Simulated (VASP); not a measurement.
# Mo (P6_3/mmc) in VASP: further runs

The runs below take Mo through single point, with PBEsol.

All numbers are computed with VASP 6.6.1; they aren't measurements. Logs are shortened: lines on timing, memory, paths and dates and some standing lists are left out, and cuts for length are marked.

## (1) The cell of the first run

It takes space group P6_3/mmc (No. 194, hexagonal). The conventional cell has a = 2.749 Å, b = 2.749 Å, c = 9.520 Å, α = 90.00°, β = 90.00°, γ = 120.00°. Mo (site symmetry -3m) has 12 Mo at 2.75 to 2.86 Å within 3.6 Å. Within 3.6 Å of Mo (site symmetry -6m2) lie 12 Mo at 2.75 to 2.86 Å.

This isn't the form of Mo at room conditions, which is bcc.

## (2) Single point, PBEsol

Contents of INCAR:

```
PREC = Accurate ; ENCUT = 520
EDIFF = 1E-6 ; ISMEAR = -1
SIGMA = 0.1 ; LREAL = F
LASPH = T ; NELM = 100
ALGO = Normal ; ISIF = 2
LWAVE = F ; LCHARG = F
GGA = PS ; NBANDS = 36
```

Contents of KPOINTS:

```
regular mesh
0
Gamma
  13 13 4
```

Contents of POSCAR:

```
Mo
1.0
    2.7488921781      0.0000000000      0.0000000000
   -1.3744460891      2.3806104585      0.0000000000
    0.0000000000      0.0000000000      9.5202812642
Mo
4
Direct
    1.0000000000      0.0000000000      0.0000000000
    1.0000000000      0.0000000000      0.5000000000
    0.3333333333      0.6666666667      0.2500000000
    0.6666666667      0.3333333333      0.7500000000
```

Potentials or basis: VASP PAW PBE potentials, release 64 (Mo_sv).

Started as:

```bash
$ cat potpaw_PBE.64/Mo_sv/POTCAR > POTCAR
$ mpirun -np 1 vasp_std > vasp.out
```

OUTCAR:

```text
PREC = Accurate
   ENCUT = 520
   EDIFF = 1E-6
   ISMEAR = -1
   LREAL = F
   LASPH = T
   NELM = 100
   ISIF = 2
   GGA = PS

 ion  position               nearest neighbor table
   1  0.000  0.000  0.000-   3 2.86   4 2.86   4 2.86   3 2.86   4 2.86   3 2.86
   2  0.000  0.000  0.500-   3 2.86   4 2.86   4 2.86   3 2.86   4 2.86   3 2.86
   3  0.333  0.667  0.250-   1 2.86   2 2.86   1 2.86   2 2.86   1 2.86   2 2.86
   4  0.667  0.333  0.750-   1 2.86   2 2.86   1 2.86   2 2.86   1 2.86   2 2.86

  LATTYP: Found a hexagonal cell.
 ALAT       =     2.7488921781
 C/A-ratio  =     3.4633156368

  Lattice vectors:

 A1 = (   2.7488921781,   0.0000000000,   0.0000000000)
 A2 = (  -1.3744460891,   2.3806104585,   0.0000000000)
 A3 = (   0.0000000000,   0.0000000000,   9.5202812642)

Analysis of symmetry for initial positions (statically):
=====================================================================
 Subroutine PRICEL returns:
 Original cell was already a primitive cell.

 Routine SETGRP: Setting up the symmetry group for a
 hexagonal supercell.

 Subroutine GETGRP returns: Found 24 space group operations
 (whereof 12 operations were pure point group operations)
 out of a pool of 24 trial point group operations.

The static configuration has the point symmetry D_3d.
 The point group associated with its full space group is D_6h.

Analysis of symmetry for dynamics (positions and initial velocities):
=====================================================================
 Subroutine PRICEL returns:
 Original cell was already a primitive cell.

 Routine SETGRP: Setting up the symmetry group for a
 hexagonal supercell.

 Subroutine GETGRP returns: Found 24 space group operations
 (whereof 12 operations were pure point group operations)
 out of a pool of 24 trial point group operations.

The dynamic configuration has the point symmetry D_3d.
 The point group associated with its full space group is D_6h.

 Subroutine INISYM returns: Found 24 space group operations
 (whereof 12 operations are pure point group operations),
 and found     1 'primitive' translations

----------------------------------------------------------------------------------------

                                     Primitive cell

  volume of cell :      62.3011

  direct lattice vectors                    reciprocal lattice vectors
[... 83 lines left out ...]
   ISTART =      0    job   : 0-new  1-cont  2-samecut
   ICHARG =      2    charge: 1-file 2-atom 10-const
   ISPIN  =      1    spin polarized calculation?
   LNONCOLLINEAR =      F non collinear calculations
   LSORBIT =      F    spin-orbit coupling
   LASPH  =      T    aspherical Exc in radial PAW
   ENCUT  =  520.0 eV  38.22 Ry    6.18 a.u.   5.11  5.11 17.70*2*pi/ulx,y,z
   NELM   =    100;   NELMIN=  2; NELMDL= -5     # of ELM steps
   EDIFF  = 0.1E-05   stopping-criterion for ELM
   LREAL  =      F    real-space projection
   EDIFFG = 0.1E-04   stopping-criterion for IOM
   NSW    =      0    number of steps for IOM
   IBRION =     -1    ionic relax: 0-MD 1-quasi-New 2-CG
   NFREE  =      0    steps in history (QN), initial steepest desc. (CG)
   ISIF   =      2    stress and relaxation
   ISYM   =      2    0-nonsym 1-usesym 2-fastsym
   POTIM  = 0.5000    time-step for ionic-motion
   TEBEG  =    0.0;   TEEND  =   0.0 temperature during run
   PSTRESS=    0.0 pullay stress
   NELECT =      56.0000    total number of electrons
   NUPDOWN=      -1.0000    fix difference up-down
   EMIN   =  10.00;   EMAX   =-10.00  energy-range for DOS
   EFERMI =   0.00;   METHOD = LEGACY
   ISMEAR =    -1;   SIGMA  =   0.10  broadening in eV -4-tet -1-fermi 0-gaus
   EFERMI_NEDOS =   21; number of points for ismear=-14 and -15
   IALGO  =     38    algorithm
   IMIX   =      4    mixing-type and parameters
     AMIX     =   0.40;   BMIX     =  1.00
     AMIX_MAG =   1.60;   BMIX_MAG =  1.00
  volume/ion in A,a.u.               =      15.58       105.11
  Fermi-wavevector in a.u.,A,eV,Ry     =   1.579934  2.985642 33.962739  2.496191
  Thomas-Fermi vector in A             =   2.680238
   LORBIT       =      0    0 simple, 1 ext, 2 COOP (PROOUT), +10 PAW based schemes
   GGA     = PS    functional components
   LHFCALC =     F    Hartree Fock is set to
   AEXX    =    0.0000 exact exchange contribution
   IVDW    =     0    specifies the selected vdW correction
   LEPSILON=     F    determine dielectric tensor
   LRPA    =     F    only Hartree local field effects (RPA)
 non-spin polarized calculation
  energy-cutoff  :      520.00
  volume of cell :       62.30
 maximum number of plane-waves:      1703
   NGX = 11   NGY = 11   NGZ = 35

 number of electron      56.0000010 magnetization

 Free energy of the ion-electron system (eV)
  ---------------------------------------------------
  ext. energy  EPLUGINS =         0.00000000
  ---------------------------------------------------
  free energy    TOTEN  =       -45.45902309 eV

  energy without entropy =      -45.28346637  energy(sigma->0) =      -45.37124473

 E-fermi :  12.1731     XC(G=0): -13.5298

 val. band max:       12.1720649584   @ k =   0.3846   0.0000   0.5000
 cond. band min:      12.1781700539   @ k =   0.3846   0.2308   0.0000
 fundamental gap:      0.0061050955
 Fermi energy:        12.1730950658

 k-point     1 :       0.0000    0.0000    0.0000
  band No.  band energies     occupation
      1     -48.5288      2.00000
      2     -48.4398      2.00000
      3     -48.4172      2.00000
      4     -48.3261      2.00000
      5     -23.2071      2.00000
      6     -22.6032      2.00000
[... 925 lines left out ...]
     35      14.2445      0.00000
     36      14.3594      0.00000

 [... further k-points ...]
[... 5 lines left out ...]
  --------------------------------------------------------------------------------------
  -------------------------------------------------------------------------------------
  Total        0.2050871      0.2050871      0.1710372     -0.0000000      0.0000000      0.0000000
  in kB        5.2741570      5.2741570      4.3985086     -0.0000000      0.0000000      0.0000000
  external PRESSURE =       4.9822742 kB  Pullay stress =       0.0000000 kB

 VOLUME and BASIS-vectors are now :
 -----------------------------------------------------------------------------
  energy-cutoff  :      520.00
  volume of cell :       62.30
      direct lattice vectors                 reciprocal lattice vectors
     2.748892178  0.000000000  0.000000000     0.363782912  0.210030162  0.000000000
    -1.374446089  2.380610459  0.000000000     0.000000000  0.420060324  0.000000000
     0.000000000  0.000000000  9.520281264     0.000000000  0.000000000  0.105038913

 POSITION                                       TOTAL-FORCE (eV/Angst)
 -----------------------------------------------------------------------------------
      0.00000      0.00000      0.00000         0.000000      0.000000     -0.000000
      0.00000      0.00000      4.76014         0.000000      0.000000     -0.000000
     -0.00000      1.58707      2.38007        -0.000000      0.000000     -0.000000
      1.37445      0.79354      7.14021         0.000000     -0.000000      0.000000
 -----------------------------------------------------------------------------------
    total drift:                                0.000000     -0.000000      0.000000

  FREE ENERGIE OF THE ION-ELECTRON SYSTEM (eV)
  ---------------------------------------------------
  free  energy   TOTEN  =       -45.4590230891 eV

  energy  without entropy=      -45.2834663725  energy(sigma->0) =      -45.37124473
```

Wall time 3.3 min (1 thread of Intel Xeon 8259CL, shared host); peak memory 0.24 GiB.

Results:

- Free energy: -45.4590 eV
- Pressure: 0.5 GPa
- Band gap on the k mesh: zero (bands 28 and 29 overlap by 1.83 eV)

Caveat: the PAW data sets were made with another functional, which shifts forces and pressure a little.

## (3) Single point, PBEsol (13.71 Å³/atom)

This run uses another cell than the first one, of 13.71 Å³/atom.

Contents of INCAR:

```
SYSTEM = Mo
  ALGO = Normal
  EDIFF = 1E-6
  ENCUT = 520
  GGA = PS
  ISIF = 2
  ISMEAR = -1
  LASPH = .TRUE.
  LCHARG = .FALSE.
  LREAL = .FALSE.
  LWAVE = .FALSE.
  NBANDS = 36
  NELM = 100
  PREC = Accurate
  SIGMA = 0.1
```

Contents of KPOINTS:

```
k-points
0
G
  15 15 4
  0 0 0
```

Contents of POSCAR:

```
Mo
1.0
    2.6342193134      0.0000000000      0.0000000000
   -1.3171096567      2.2813008446      0.0000000000
    0.0000000000      0.0000000000      9.1231329388
Mo
4
Direct
    1.0000000000      0.0000000000      0.0000000000
    1.0000000000      0.0000000000      0.5000000000
    0.3333333333      0.6666666667      0.2500000000
    0.6666666667      0.3333333333      0.7500000000
```

Potentials or basis: VASP PAW PBE potentials, release 64 (Mo_sv).

Started as:

```bash
$ cat potpaw_PBE.64/Mo_sv/POTCAR > POTCAR
$ mpirun -np 1 vasp_std > vasp.out
```

Wall time 3.8 min (1 thread of Intel Xeon 8259CL, shared host); peak memory 0.25 GiB.

The run converged. Its results:

* Free energy: -44.5361 eV
* Pressure: 43.4 GPa
* Band gap on the k mesh: zero (bands 28 and 29 overlap by 2.01 eV)

Stress tensor (GPa, compression positive):
```
45.69  0.00  0.00
 0.00 45.69  0.00
 0.00  0.00 38.72
```

Levels at points of the mesh, in eV from the Fermi level:
| k point | band 24 | band 25 | band 26 | band 27 | band 28 | band 29 | band 30 | band 31 | band 32 | band 33 |
| --- | --- | --- | --- | --- | --- | --- | --- | --- | --- | --- |
| (0.00, 0.00, 0.00) | -1.10 | -1.10 | -0.94 | -0.94 | -0.60 | -0.60 | -0.39 | -0.39 | 1.45 | 1.83 |
| (0.00, 0.00, 0.50) | -0.96 | -0.96 | -0.96 | -0.60 | -0.60 | -0.60 | -0.60 | 0.00 | 0.00 | 2.23 |

Caveat: the stress differs along the axes, from 39 to 46 GPa; the PAW data sets were made with another functional, which shifts forces and pressure a little.

## (4) Single point, PBEsol (14.33 Å³/atom)

This run uses another cell than the first one, of 14.33 Å³/atom.

Contents of INCAR:

```
SYSTEM = Mo
ALGO = Normal
EDIFF = 1E-7
ENCUT = 520
GGA = PS
ISIF = 2
ISMEAR = -1
LASPH = .TRUE.
LCHARG = .TRUE.
LELF = .TRUE.
LREAL = .FALSE.
LVHAR = .TRUE.
LWAVE = .FALSE.
NBANDS = 36
NELM = 60
PREC = Accurate
SIGMA = 0.1
```

KPOINTS is that of step 3.

Contents of POSCAR:

```
Mo
1.0
    2.6735418169      0.0000000000      0.0000000000
   -1.3367709085      2.3153551315      0.0000000000
    0.0000000000      0.0000000000      9.2593191800
Mo
4
Direct
    1.0000000000      0.0000000000      0.0000000000
    1.0000000000      0.0000000000      0.5000000000
    0.3333333333      0.6666666667      0.2500000000
    0.6666666667      0.3333333333      0.7500000000
```

Started as:

```bash
$ cat potpaw_PBE.64/Mo_sv/POTCAR > POTCAR
$ mpirun -np 1 vasp_std > vasp.out
```

Run time: 4.2 min. Hardware: 1 thread of Intel Xeon 8259CL, shared host; peak memory 0.25 GiB.

It converged, with:

| Property | Result |
| --- | --- |
| Free energy | -45.0736 eV |
| Pressure | 26.1 GPa |
| Band gap on the k mesh | zero (bands 28 and 29 overlap by 1.90 eV) |

Stress tensor (GPa, compression positive):
```
27.49  0.00  0.00
 0.00 27.49  0.00
 0.00  0.00 23.43
```

Levels at points of the mesh, in eV from the Fermi level:
```tsv
k point	band 25	band 26	band 27	band 28	band 29	band 30	band 31	band 32
(0.00, 0.00, 0.00)	-1.00	-0.84	-0.84	-0.53	-0.53	-0.33	-0.33	1.26
(0.00, 0.00, 0.50)	-0.86	-0.86	-0.52	-0.52	-0.52	-0.52	-0.13	-0.13
```

Caveat: the cell stands under pressure; the PAW data sets were made with another functional, which shifts forces and pressure a little.

## (5) Single point, PBEsol (14.95 Å³/atom)

This run uses another cell than the first one, of 14.95 Å³/atom.

Contents of INCAR:

```
SYSTEM = Mo
PREC     = Accurate       ! precision mode
ENCUT    = 520            ! plane-wave cutoff, eV
EDIFF    = 1E-6           ! SCF threshold, eV
ISMEAR   = -1             ! smearing method
SIGMA    = 0.1            ! smearing width, eV
LREAL    = .FALSE.        ! projectors in reciprocal space
LASPH    = .TRUE.         ! aspherical terms in the spheres
NELM     = 60             ! most SCF steps
ALGO     = Normal         ! electronic algorithm
ISIF     = 2              ! what is computed and relaxed
LWAVE    = .FALSE.        ! write WAVECAR
LCHARG   = .FALSE.        ! write CHGCAR
GGA      = PS             ! functional
NBANDS   = 36             ! bands
```

Contents of KPOINTS:

```
Automatic mesh
0
G
  15 15 4
  0 0 0
```

Contents of POSCAR:

```
Mo
1.0
    2.7117404323      0.0000000000      0.0000000000
   -1.3558702161      2.3484361028      0.0000000000
    0.0000000000      0.0000000000      9.3916130419
Mo
4
Direct
    1.0000000000      0.0000000000      0.0000000000
    1.0000000000      0.0000000000      0.5000000000
    0.3333333333      0.6666666667      0.2500000000
    0.6666666667      0.3333333333      0.7500000000
```

Started as:

```bash
$ cat potpaw_PBE.64/Mo_sv/POTCAR > POTCAR
$ mpirun -np 1 vasp_std > vasp.out
```

It took 3.8 min on 1 thread of Intel Xeon 8259CL, shared host; peak memory 0.26 GiB.

It converged, with:

| Item | Value |
| --- | --- |
| Free energy | -45.3682 eV |
| Pressure | 12.0 GPa |
| Band gap on the k mesh | zero (bands 28 and 29 overlap by 1.82 eV) |

Stress tensor (GPa, compression positive):
```
12.65  0.00  0.00
 0.00 12.65  0.00
 0.00  0.00 10.79
```

Levels at points of the mesh, in eV from the Fermi level:
| k point | band 25 | band 26 | band 27 | band 28 | band 29 | band 30 | band 31 | band 32 |
| --- | --- | --- | --- | --- | --- | --- | --- | --- |
| (0.00, 0.00, 0.00) | -0.91 | -0.76 | -0.76 | -0.47 | -0.47 | -0.28 | -0.28 | 1.09 |
| (0.00, 0.00, 0.50) | -0.78 | -0.78 | -0.46 | -0.46 | -0.46 | -0.46 | -0.23 | -0.23 |

Caveat: the cell stands under pressure; the PAW data sets were made with another functional, which shifts forces and pressure a little.

## (6) Single point, PBEsol (15.58 Å³/atom)

Contents of INCAR:

```
SYSTEM = Mo
PREC = Accurate ; ENCUT = 520
EDIFF = 1E-7 ; ISMEAR = -1
SIGMA = 0.1 ; LREAL = .False.
LASPH = .True. ; NELM = 80
ALGO = Normal ; ISIF = 2
LWAVE = .False. ; LCHARG = .False.
GGA = PS ; NBANDS = 36
```

Contents of KPOINTS:

```
Automatic mesh
0
Gamma
  15 15 4
  0 0 0
```

Contents of POSCAR:

```
Mo
1.0
    2.7488921781      0.0000000000      0.0000000000
   -1.3744460891      2.3806104585      0.0000000000
    0.0000000000      0.0000000000      9.5202812642
Mo
4
Direct
    1.0000000000      0.0000000000      0.0000000000
    1.0000000000      0.0000000000      0.5000000000
    0.3333333333      0.6666666667      0.2500000000
    0.6666666667      0.3333333333      0.7500000000
```

Potentials or basis: VASP PAW PBE potentials, release 64 (Mo_sv).

Started as:

```bash
$ cat potpaw_PBE.64/Mo_sv/POTCAR > POTCAR
$ mpirun -np 1 vasp_std > vasp.out
```

Run time: 4.1 min. Hardware: 1 thread of Intel Xeon 8259CL, shared host; peak memory 0.26 GiB.

The run converged. Its results:

```yaml
Free_energy: -45.4642 eV
Pressure: 0.5 GPa
Band_gap_on_the_k_mesh: zero (bands 28 and 29 overlap by 1.75 eV)
```

Stress tensor (GPa, compression positive):
```
0.56 0.00 0.00
0.00 0.56 0.00
0.00 0.00 0.42
```

Levels at points of the mesh, in eV from the Fermi level:
```tsv
k point	band 24	band 25	band 26	band 27	band 28	band 29	band 30	band 31	band 32	band 33
(0.00, 0.00, 0.00)	-0.83	-0.83	-0.70	-0.70	-0.42	-0.42	-0.24	-0.24	0.95	1.61
(0.00, 0.00, 0.50)	-0.71	-0.71	-0.71	-0.41	-0.41	-0.41	-0.41	-0.31	-0.31	1.94
```

Caveat: the PAW data sets were made with another functional, which shifts forces and pressure a little.

## (7) The runs side by side

```tsv
cell	k mesh	gap on the mesh (eV)	pressure (GPa)
a = 2.749, b = 2.749, c = 9.520 Å, angles 90.0, 90.0, 120.0°, 4 atoms	13 × 13 × 4	none	0.5
a = 2.634, b = 2.634, c = 9.123 Å, angles 90.0, 90.0, 120.0°, 4 atoms	15 × 15 × 4	none	43.4
a = 2.674, b = 2.674, c = 9.259 Å, angles 90.0, 90.0, 120.0°, 4 atoms	15 × 15 × 4	none	26.1
a = 2.712, b = 2.712, c = 9.392 Å, angles 90.0, 90.0, 120.0°, 4 atoms	15 × 15 × 4	none	12.0
a = 2.749, b = 2.749, c = 9.520 Å, angles 90.0, 90.0, 120.0°, 4 atoms	15 × 15 × 4	none	0.5
```

Alike in all rows: task single point; level PBEsol; potentials or basis VASP PAW PBE potentials, release 64 (Mo_sv); no spin polarisation; cutoff (eV) 520; smearing fermi-dirac 0.1 eV.

Caveats: the PAW data sets were made with another functional, which shifts forces and pressure a little; the cell stands under pressure (at least some runs); the stress differs along the axes, from 39 to 46 GPa (at least some runs).

Absolute energies hang on the potentials; compare differences alone.

The gap in the log of VASP goes by the Fermi energy; the results here count the filled bands.